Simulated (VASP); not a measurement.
Input of a VASP 6.6.1 run:

Contents of INCAR:

```
SYSTEM = CaSe
PREC = Accurate
ENCUT = 520
EDIFF = 1E-8
ISMEAR = -1
SIGMA = 0.03
LREAL = .False.
LASPH = .True.
NELM = 100
ALGO = Normal
ISIF = 2
LWAVE = .False.
LCHARG = .False.
LEFG = .True.
NBANDS = 15
```

KPOINTS

```
regular mesh
0
Gamma
  9 9 9
  0 0 0
```

POSCAR

```
CaSe
1.0
    0.0000000000      2.9300948315      2.9300948315
    2.9300948315      0.0000000000      2.9300948315
    2.9300948315      2.9300948315      0.0000000000
Ca Se
1 1
Direct
    0.0000000000      0.0000000000      0.0000000000
    0.5000000000      0.5000000000      0.5000000000
```

Potentials or basis: VASP PAW LDA potentials, release 64 (Ca_sv, Se).

Run with:

```sh
$ cat potpaw_LDA.64/Ca_sv/POTCAR potpaw_LDA.64/Se/POTCAR > POTCAR
$ mpirun -np 1 vasp_std > vasp.out
```

Question: What does it give for the pressure?

Answer: -1.6 GPa.

Question: Predict the band gap on the k mesh.

Answer: 1.83 eV (least direct gap 2.79 eV).

Caveat: an odd mesh through Γ misses points on the zone boundary, where band edges can lie.
